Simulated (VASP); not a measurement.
# W (P1) in VASP: a series of runs

Runs on W. Level: LDA. Tasks: single point.

Program: VASP 6.6.1. These are calculated values, not measurements. Logs are shortened: lines on timing, memory, paths and dates and some standing lists are left out, and cuts for length are marked.

**1. The cell of the first run**

The typed cell holds 8 atoms: a = 5.269 Å, b = 4.507 Å, c = 6.431 Å, α = 88.31°, β = 72.17°, γ = 62.90°.

**2. Single point, LDA**

INCAR reads:

```
SYSTEM = W
ALGO = Normal
EDIFF = 1E-6
ENCUT = 520
GGA = CA
ISIF = 2
ISMEAR = -1
LASPH = .TRUE.
LCHARG = .FALSE.
LREAL = .FALSE.
LWAVE = .FALSE.
NBANDS = 66
NELM = 60
PREC = Accurate
SIGMA = 0.05
```

KPOINTS reads:

```
k-points
0
G
  3 4 3
  0 0 0
```

POSCAR reads:

```
W
1.0
   -1.4975130000      1.6099730000      4.7887300000
    3.1506280000      0.0668460000      3.2220720000
    0.0978160000      6.4300790000      0.0358760000
W
8
Direct
    0.9256480166      0.9772114321      0.0124032707
    0.0129044987      0.0176088490      0.4995780027
    0.0336092449      0.4562363141      0.2082213065
    0.5263478656      0.2736107656      0.3835878786
    0.0259655851      0.4845018639      0.7392109953
    0.4983287392      0.7082179417      0.1320386030
    0.4933650609      0.2376461907      0.8503399220
    0.4821879405      0.7539474875      0.6761638638
```

Potentials or basis: VASP PAW LDA potentials, release 64 (W_sv).

The run is started by

```
$ cat potpaw_LDA.64/W_sv/POTCAR > POTCAR
$ mpirun -np 1 vasp_std > vasp.out
```

OUTCAR:

```text
SYSTEM = W
   EDIFF = 1E-6
   ENCUT = 520
   GGA = CA
   ISIF = 2
   ISMEAR = -1
   LASPH = .TRUE.
   LREAL = .FALSE.
   NELM = 60
   PREC = Accurate

 ion  position               nearest neighbor table
   1  0.926  0.977  0.012-   4 2.54   3 2.54   7 2.57   5 2.62   8 2.80   3 2.88   6 2.92   6 2.97
                             5 2.98   6 3.03   2 3.20   7 3.22   2 3.32
   2  0.013  0.018  0.500-   4 2.62   5 2.68   3 2.70   6 2.70   7 2.73   8 2.79   5 2.80   4 3.12
                             3 3.13   8 3.15   1 3.20   4 3.28   1 3.32   8 3.39
   3  0.034  0.456  0.208-   1 2.54   7 2.58   2 2.70   6 2.72   1 2.88   4 2.91   5 3.03   4 3.03
                             6 3.05   6 3.07   2 3.13   8 3.26   4 3.38   5 3.41
   4  0.526  0.274  0.384-   6 2.48   1 2.54   2 2.62   5 2.69   8 2.79   3 2.91   7 2.96   8 3.01
                             3 3.03   2 3.12   6 3.14   2 3.28   3 3.38
   5  0.026  0.485  0.739-   7 2.52   1 2.62   2 2.68   4 2.69   8 2.71   2 2.80   6 2.90   1 2.98
                             8 3.01   3 3.03   8 3.07   7 3.18   7 3.35   3 3.41
   6  0.498  0.708  0.132-   4 2.48   2 2.70   3 2.72   7 2.84   5 2.90   1 2.92   7 2.95   8 2.96
                             1 2.97   1 3.03   3 3.05   3 3.07   4 3.14   8 3.48
   7  0.493  0.238  0.850-   8 2.51   5 2.52   8 2.54   1 2.57   3 2.58   2 2.73   6 2.84   6 2.95
                             4 2.96   5 3.18   1 3.22   5 3.35
   8  0.482  0.754  0.676-   7 2.51   7 2.54   5 2.71   2 2.79   4 2.79   1 2.80   6 2.96   4 3.01
                             5 3.01   5 3.07   2 3.15   3 3.26   2 3.39   6 3.48

  Warning from LATTYP: Got some problem with cell dimensions!
  Tried to take original basis but could not verify dimensions!
  LATTYP: Found a triclinic cell.
 ALAT       =     5.2693921147
 B/A-ratio  =     0.9758372176
 C/A-ratio  =     1.5107900493
 COS(alpha) =     0.0007437254
 COS(beta)  =     0.5052932697
 COS(gamma) =     0.6254654114

  Lattice vectors:

 A1 = (   1.4975130000,  -1.6099730000,  -4.7887300000)
 A2 = (   4.6481410000,  -1.5431270000,  -1.5666580000)
 A3 = (  -3.2484440000,  -6.4969250000,  -3.2579480000)

Analysis of symmetry for initial positions (statically):
=====================================================================
 Subroutine PRICEL returns:
 Original cell was already a primitive cell.

 Routine SETGRP: Setting up the symmetry group for a
 triclinic supercell.

 Subroutine GETGRP returns: Found  1 space group operations
 (whereof  1 operations were pure point group operations)
 out of a pool of  2 trial point group operations.

The static configuration has the point symmetry C_1 .

Analysis of symmetry for dynamics (positions and initial velocities):
=====================================================================
 Subroutine PRICEL returns:
 Original cell was already a primitive cell.

 Routine SETGRP: Setting up the symmetry group for a
 triclinic supercell.

 Subroutine GETGRP returns: Found  1 space group operations
 (whereof  1 operations were pure point group operations)
 out of a pool of  2 trial point group operations.

The dynamic configuration has the point symmetry C_1 .

 Subroutine INISYM returns: Found  1 space group operations
 (whereof  1 operations are pure point group operations),
 and found     1 'primitive' translations

----------------------------------------------------------------------------------------

                                     Primitive cell

  volume of cell :     128.3301

  direct lattice vectors                    reciprocal lattice vectors
    -1.497513000  1.609973000  4.788730000    -0.161425680  0.001575143  0.157813660
     3.150628000  0.066846000  3.222072000     0.239492873 -0.004068718  0.076261184
     0.097816000  6.430079000  0.035876000     0.037928281  0.155166996 -0.040306423

  length of vectors
     5.269392115  4.506958304  6.430923029     0.225756246  0.251374539  0.164742098

  position of ions in fractional coordinates (direct lattice)
     0.925648017  0.977211432  0.012403271
     0.012904499  0.017608849  0.499578003
     0.033609245  0.456236314  0.208221307
     0.526347866  0.273610766  0.383587879
     0.025965585  0.484501864  0.739210995
     0.498328739  0.708217942  0.132038603
     0.493365061  0.237646191  0.850339922
     0.482187940  0.753947487  0.676163864

  ion indices of the primitive-cell ions
   primitive index   ion index
                 1           1
                 2           2
                 3           3
                 4           4
                 5           5
                 6           6
                 7           7
                 8           8

----------------------------------------------------------------------------------------

 KPOINTS: k-points

Automatic generation of k-mesh.
 Grid dimensions read from file:
 generate k-points for:    3    4    3

 Generating k-lattice:

  Cartesian coordinates                     Fractional coordinates (reciprocal lattice)
    -0.053808560  0.000525048  0.052604553     0.333333333 -0.000000000 -0.000000000
     0.059873218 -0.001017180  0.019065296     0.000000000  0.250000000 -0.000000000
     0.012642760  0.051722332 -0.013435474    -0.000000000  0.000000000  0.333333333

  Length of vectors
     0.075252082  0.062843635  0.054914033

  Shift w.r.t. Gamma in fractional coordinates (k-lattice)
     0.000000000  0.000000000  0.000000000

 Subroutine IBZKPT returns following result:
 ===========================================

 Found     19 irreducible k-points:

 Following reciprocal coordinates:
            Coordinates               Weight
  0.000000  0.000000  0.000000      1.000000
  0.333333  0.000000 -0.000000      2.000000
  0.000000  0.250000 -0.000000      2.000000
  0.333333  0.250000  0.000000      2.000000
 -0.333333  0.250000  0.000000      2.000000
  0.000000  0.500000 -0.000000      1.000000
[... 11 lines left out ...]
  0.333333 -0.250000  0.333333      2.000000
 -0.333333 -0.250000  0.333333      2.000000
   k-points           NKPTS =     19   k-points in BZ     NKDIM =     19   number of bands    NBANDS=     66
   number of dos      NEDOS =    301   number of ions     NIONS =      8
   total plane-waves  NPLWV =  69120
   dimension x,y,z NGX =    40 NGY =   36 NGZ =   48
   dimension x,y,z NGXF=    80 NGYF=   72 NGZF=   96
   ions per type =               8
   NGX,Y,Z   is equivalent  to a cutoff of  12.62, 13.28, 12.41 a.u.
   NGXF,Y,Z  is equivalent  to a cutoff of  25.24, 26.56, 24.82 a.u.
 SYSTEM =  W
   PREC   = accura    normal or accurate (medium, high low for compatibility)
   ISTART =      0    job   : 0-new  1-cont  2-samecut
   ICHARG =      2    charge: 1-file 2-atom 10-const
   ISPIN  =      1    spin polarized calculation?
   LNONCOLLINEAR =      F non collinear calculations
   LSORBIT =      F    spin-orbit coupling
   LASPH  =      T    aspherical Exc in radial PAW
   ENCUT  =  520.0 eV  38.22 Ry    6.18 a.u.   9.80  8.38 11.96*2*pi/ulx,y,z
   NELM   =     60;   NELMIN=  2; NELMDL= -5     # of ELM steps
   EDIFF  = 0.1E-05   stopping-criterion for ELM
   LREAL  =      F    real-space projection
   EDIFFG = 0.1E-04   stopping-criterion for IOM
   NSW    =      0    number of steps for IOM
   IBRION =     -1    ionic relax: 0-MD 1-quasi-New 2-CG
   NFREE  =      0    steps in history (QN), initial steepest desc. (CG)
   ISIF   =      2    stress and relaxation
   ISYM   =      2    0-nonsym 1-usesym 2-fastsym
   POTIM  = 0.5000    time-step for ionic-motion
   TEBEG  =    0.0;   TEEND  =   0.0 temperature during run
   PSTRESS=    0.0 pullay stress
   NELECT =     112.0000    total number of electrons
   NUPDOWN=      -1.0000    fix difference up-down
   EMIN   =  10.00;   EMAX   =-10.00  energy-range for DOS
   EFERMI =   0.00;   METHOD = LEGACY
   ISMEAR =    -1;   SIGMA  =   0.05  broadening in eV -4-tet -1-fermi 0-gaus
   EFERMI_NEDOS =   21; number of points for ismear=-14 and -15
   IALGO  =     38    algorithm
   IMIX   =      4    mixing-type and parameters
     AMIX     =   0.40;   BMIX     =  1.00
     AMIX_MAG =   1.60;   BMIX_MAG =  1.00
  volume/ion in A,a.u.               =      16.04       108.25
  Fermi-wavevector in a.u.,A,eV,Ry     =   1.564485  2.956447 33.301783  2.447612
  Thomas-Fermi vector in A             =   2.667101
   LORBIT       =      0    0 simple, 1 ext, 2 COOP (PROOUT), +10 PAW based schemes
   GGA     = CA    functional components
   LHFCALC =     F    Hartree Fock is set to
   AEXX    =    0.0000 exact exchange contribution
   IVDW    =     0    specifies the selected vdW correction
   LEPSILON=     F    determine dielectric tensor
   LRPA    =     F    only Hartree local field effects (RPA)
 non-spin polarized calculation
  energy-cutoff  :      520.00
  volume of cell :      128.33
 maximum number of plane-waves:      3467
   NGX = 19   NGY = 17   NGZ = 23

 number of electron     111.9999999 magnetization

 Free energy of the ion-electron system (eV)
  ---------------------------------------------------
  ext. energy  EPLUGINS =         0.00000000
  ---------------------------------------------------
  free energy    TOTEN  =      -109.15993396 eV

  energy without entropy =     -109.10073516  energy(sigma->0) =     -109.13033456

 E-fermi :  10.9665     XC(G=0): -13.7113

 val. band max:       10.9510032630   @ k =   0.3333  -0.2500   0.3333
 cond. band min:      11.0011186058   @ k =  -0.0000  -0.2500   0.3333
 fundamental gap:      0.0501153428
 Fermi energy:        10.9665365175

 k-point     1 :       0.0000    0.0000    0.0000
  band No.  band energies     occupation
      1     -62.5844      2.00000
      2     -62.4839      2.00000
      3     -62.4439      2.00000
      4     -62.4072      2.00000
      5     -62.4030      2.00000
      6     -62.3491      2.00000
[... 58 lines left out ...]
     65      13.5777      0.00000
     66      13.6583      0.00000

 k-point     2 :       0.3333    0.0000   -0.0000
  band No.  band energies     occupation
      1     -62.5592      2.00000
      2     -62.4809      2.00000
      3     -62.4473      2.00000
      4     -62.4312      2.00000
      5     -62.4076      2.00000
      6     -62.3579      2.00000
[... 1231 lines left out ...]
     65      13.5746      0.00000
     66      13.6966      0.00000

------------------------ aborting loop because EDIFF is reached ----------------------------------------

  FORCE on cell =-STRESS in cart. coord.  units (eV):
  Direction    XX          YY          ZZ          XY          YZ          ZX
  --------------------------------------------------------------------------------------
  -------------------------------------------------------------------------------------
  Total        3.1043758      0.5804094     -0.4052574     -2.5669173     -1.2212851      0.8616326
  in kB       38.7575414      7.2463009     -5.0595621    -32.0474741    -15.2475122     10.7573198
  external PRESSURE =      13.6480934 kB  Pullay stress =       0.0000000 kB

 VOLUME and BASIS-vectors are now :
 -----------------------------------------------------------------------------
  energy-cutoff  :      520.00
  volume of cell :      128.33
      direct lattice vectors                 reciprocal lattice vectors
    -1.497513000  1.609973000  4.788730000    -0.161425680  0.001575143  0.157813660
     3.150628000  0.066846000  3.222072000     0.239492873 -0.004068718  0.076261184
     0.097816000  6.430079000  0.035876000     0.037928281  0.155166996 -0.040306423

 POSITION                                       TOTAL-FORCE (eV/Angst)
 -----------------------------------------------------------------------------------
      1.69387      1.63535      7.58177        -1.289626      0.295973      4.220209
      0.08502      3.23428      0.13646        -1.324450     -0.365219     -0.785287
      1.40747      1.42349      1.63844         1.431203      2.782304     -0.909265
      0.11135      3.33220      3.41589        -0.769327     -0.260254     -2.952888
      1.55991      4.82738      1.71196         1.450393     -0.680118     -1.983034
      1.49799      1.69866      4.67303         1.686503     -0.887038      1.031109
      0.09309      6.27794      3.15881        -0.470039      3.094789      0.528075
      1.71946      5.17450      4.76260        -0.714657     -3.980438      0.851080
 -----------------------------------------------------------------------------------
    total drift:                                0.000055     -0.000048     -0.000119

  FREE ENERGIE OF THE ION-ELECTRON SYSTEM (eV)
  ---------------------------------------------------
  free  energy   TOTEN  =      -109.1599339574 eV

  energy  without entropy=     -109.1007351611  energy(sigma->0) =     -109.13033456
```

Wall time 4 min (1 thread of AMD EPYC 7R43 (Zen 3), shared host); peak memory 0.22 GiB.

What came out:

- Free energy: -109.1599 eV
- Pressure: 1.4 GPa
- Largest force: 4.423 eV/Å
- Band gap on the k mesh: zero (band 56 reaches 11.16 eV, above the bottom of band 57 at 10.90 eV)

Forces on the atoms (eV/Å):
```
W   -1.290  0.296  4.220
W   -1.324 -0.365 -0.785
W    1.431  2.782 -0.909
W   -0.769 -0.260 -2.953
W    1.450 -0.680 -1.983
W    1.687 -0.887  1.031
W   -0.470  3.095  0.528
W   -0.715 -3.980  0.851
```

Caveat: the k points lie up to 0.47 Å⁻¹ apart; spin-orbit coupling is left out, which moves the levels of the heavy elements; forces of over 1 eV/Å act on the atoms, so gaps and moduli don't describe the material at rest.

(Part 1 of 2 ends here.)
